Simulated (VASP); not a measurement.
Set up this calculation in VASP 6.6.1, as the native input.

```yaml
Task: single point
Functional: PBEsol
Potentials_or_basis: VASP PAW PBE potentials, release 64 (Al, Ga_d, N)
Cutoff: 520 eV
k_mesh: 6 × 6 × 6
Occupations: gaussian, width 0.05 eV
Spin: no spin polarisation
Dipole_correction: no
Further_INCAR_settings: ALGO = Normal; EDIFF = 1e-06; NBANDS = 31
```

The structure of Al3GaN4 lies in POSCAR:

```
Al3GaN4
1.0
    4.4511896259      0.0000000000      0.0000000000
    0.0000000000      4.4511896259      0.0000000000
    0.0000000000      0.0000000000      4.4511896259
Al Ga N
3 1 4
Direct
    0.5000000000      0.5000000000      0.0000000000
    0.5000000000      0.0000000000      0.5000000000
    0.0000000000      0.5000000000      0.5000000000
    0.0000000000      0.0000000000      0.0000000000
    0.7447140287      0.7447140287      0.2552859713
    0.7447140287      0.2552859713      0.7447140287
    0.2552859713      0.7447140287      0.7447140287
    0.2552859713      0.2552859713      0.2552859713
```

The input as run:

INCAR

```
SYSTEM = Al3GaN4
PREC     = Accurate       ! precision mode
ENCUT    = 520            ! plane-wave cutoff, eV
EDIFF    = 1E-6           ! SCF threshold, eV
ISMEAR   = 0              ! smearing method
SIGMA    = 0.05           ! smearing width, eV
LREAL    = .FALSE.        ! projectors in reciprocal space
LASPH    = .TRUE.         ! aspherical terms in the spheres
NELM     = 60             ! most SCF steps
ALGO     = Normal         ! electronic algorithm
ISIF     = 2              ! what is computed and relaxed
LWAVE    = .FALSE.        ! write WAVECAR
LCHARG   = .FALSE.        ! write CHGCAR
GGA      = PS             ! functional
NBANDS   = 31             ! bands
```

KPOINTS

```
Automatic mesh
0
G
  6 6 6
  0 0 0
```

Potentials or basis: VASP PAW PBE potentials, release 64 (Al, Ga_d, N).

Run with:

```sh
$ cat potpaw_PBE.64/Al/POTCAR potpaw_PBE.64/Ga_d/POTCAR potpaw_PBE.64/N/POTCAR > POTCAR
$ mpirun -np 1 vasp_std > vasp.out
```

It gave:

```
Pressure               : -5.6 GPa
Largest force          : 0.007 eV/Å
Band gap on the k mesh : 3.19 eV, direct
```

Caveat: the PAW data sets were made with another functional, which shifts forces and pressure a little.

It took 44 s on 1 thread of Intel Xeon 6975P-C (shared host), peak memory 0.22 GiB.
